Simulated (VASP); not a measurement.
BN:

```
B N
1.0
     2.31480    0.00000    0.00000
     0.00000    2.31480    0.00000
     0.00000    0.00000    2.31480
B N
1 1
Direct
  0.00000 0.00000 0.00000
  0.50000 0.50000 0.50000
```

Base run:

- Program: VASP 6.6.1
- Functional: r2SCAN
- Potentials or basis: VASP PAW PBE potentials, release 64 (B, N)
- Cutoff: 660 eV
- k mesh: 8 × 8 × 8
- Occupations: fermi-dirac, width 0.02 eV
- Spin: no spin polarisation

Its results: band gap on the k mesh zero (band 4 reaches 10.08 eV, above the bottom of band 5 at 7.17 eV); pressure -0.8 GPa.

**Question.** The run is repeated on the same cell with these changes: functional from r2SCAN to PBE; cutoff from 660 eV to 600 eV. What comes out?

**Answer.** Band gap on the k mesh zero (band 4 reaches 9.94 eV, above the bottom of band 5 at 7.18 eV); pressure 1.3 GPa.

Caveats: the PAW data sets were made with another functional, which shifts forces and pressure a little (some runs).
